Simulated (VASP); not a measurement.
Here is a VASP 6.6.1 calculation.

The input POSCAR:

```
Pd
1.0
    0.0000000000      1.9578588184      1.9578588184
    1.9578588184      0.0000000000      1.9578588184
    1.9578588184      1.9578588184      0.0000000000
Pd
1
Direct
    0.0000000000      0.0000000000      0.0000000000
```

Contents of INCAR.step1:

```
SYSTEM = Pd
PREC = Accurate ; ENCUT = 550
ISMEAR = -1 ; SIGMA = 0.1
LREAL = .False. ; LASPH = .True.
NELM = 120 ; NBANDS = 11
GGA = PE ; ALGO = Normal
EDIFF = 1E-5 ; LWAVE = .True.
LCHARG = .False. ; GGA_COMPAT = .False.
```

Contents of INCAR.step2:

```
SYSTEM = Pd
PREC = Accurate ; ENCUT = 550
EDIFF = 1E-6 ; ISMEAR = -1
SIGMA = 0.1 ; LREAL = .False.
LASPH = .True. ; NELM = 120
ALGO = Normal ; ISIF = 2
LWAVE = .False. ; LCHARG = .False.
METAGGA = R2SCAN ; LMIXTAU = .True.
NBANDS = 11 ; ISTART = 1
GGA_COMPAT = .False.
```

KPOINTS

```
regular mesh
0
Gamma
  15 15 15
  0 0 0
```

Potentials or basis: VASP PAW PBE potentials, release 64 (Pd).

Command:

```bash
$ cat potpaw_PBE.64/Pd/POTCAR > POTCAR
$ cp INCAR.step1 INCAR
$ mpirun -np 1 vasp_std > vasp.out
$ cp INCAR.step2 INCAR
$ mpirun -np 1 vasp_std > vasp.out
```

Problem. Estimate the pressure.

Solution. -0.3 GPa.

Problem. Estimate the band gap on the k mesh.

Solution. Zero (bands 5 and 6 overlap by 1.60 eV).

Caveat: the PAW data sets were made with another functional, which shifts forces and pressure a little.
